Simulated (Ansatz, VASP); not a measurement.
# TaAs in VASP and in Ansatz

```
Ta As
1.0
     3.46271    0.00000    0.00000
     0.00000    3.46271    0.00000
     0.00000    0.00000   11.73618
Ta As
4 4
Direct
  0.50000 0.00000 0.50017
  0.00000 0.00000 0.75017
  0.00000 0.50000 0.00017
  0.50000 0.50000 0.25017
  0.50000 0.00000 0.08243
  0.00000 0.00000 0.33243
  0.00000 0.50000 0.58243
  0.50000 0.50000 0.83243
```

Alike in both runs: task single point; functional PBE; k mesh 10 × 10 × 4; occupations gaussian, width 0.05 eV; collinear spin.

```csv
,VASP,Ansatz
version,VASP 6.6.1,Ansatz 0.2.0
potentials or method,"VASP PAW PBE potentials, release 64 (Ta_pv, As), cutoff 500 eV","scalar-relativistic, plane waves, PAW"
valence electrons in the cell,64,112
```

VASP gave:

| Item | Value |
| --- | --- |
| gap on the k mesh at the Fermi level (eV) | 0.09 |
| least direct gap on the mesh (eV) | 0.10 |
| pressure (GPa) | 0.5 |
| rms of the force components (eV/Å) | 0.004 |
| net moment per atom (μB) | 0.00 |

Estimate Ansatz's values.

gap on the k mesh at the Fermi level (eV): 0.09; least direct gap on the mesh (eV): 0.11; pressure (GPa): 0.0; rms of the force components (eV/Å): 0.003; net moment per atom (μB): 0.00.

VASP's potentials hold 64 valence electrons a cell and Ansatz's 112, so a difference there can come from the potentials and not from the codes. Ansatz's warnings: seeded moment not kept.

Neither program's run includes spin-orbit coupling.
